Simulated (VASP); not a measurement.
CoSi: single point with PBE+U

The system is CoSi.

```
Co Si
1.0
     0.00000    2.68250    2.68250
     2.68250    0.00000    2.68250
     2.68250    2.68250    0.00000
Co Si
1 1
Direct
  0.00000 0.00000 0.00000
  0.25000 0.25000 0.25000
```

```
Program                : VASP 6.6.1
Task                   : single point
Functional             : PBE
Potentials or basis    : VASP PAW PBE potentials, release 64 (Co, Si)
Cutoff                 : 600 eV
k mesh                 : 2 × 2 × 2
Occupations            : gaussian, width 0.1 eV
Spin                   : no spin polarisation
Hubbard terms          : Co d U = 6.6 eV
Dipole correction      : no
Further INCAR settings : ALGO = Normal; EDIFF = 1e-06; NBANDS = 14
```

| Quantity | Value |
| --- | --- |
| Pressure | -16.8 GPa |

Levels at points of the mesh, in eV from the Fermi level:
| k point | band 4 | band 5 | band 6 | band 7 | band 8 | band 9 |
| --- | --- | --- | --- | --- | --- | --- |
| (0.00, 0.00, 0.00) | -1.83 | -0.48 | -0.48 | 5.59 | 5.59 | 5.59 |
| (0.50, 0.00, 0.00) | -1.60 | -0.39 | -0.39 | -0.23 | 3.80 | 3.80 |
| (0.50, 0.50, 0.00) | -1.01 | -0.80 | -0.18 | 0.18 | 1.32 | 1.32 |

Eigenvalues of the final occupation matrices:
```tsv
site	spin	trace	eigenvalues
site 1 d	1	3.95	0.78 0.78 0.80 0.80 0.80
site 1 d	2	3.95	0.78 0.78 0.80 0.80 0.80
```

It took 5.8 s on 1 thread of Intel(R) Xeon(R) 6975P-C (Granite Rapids), with other jobs on the host, peak memory 0.15 GiB.

Caveat: the k points lie up to 1.01 Å⁻¹ apart; U without spin polarisation on a metal has little footing; the U is typed as a test and isn't derived for this compound. Spin polarisation is off, so any magnetic state and its effect on volume and gap are missing.
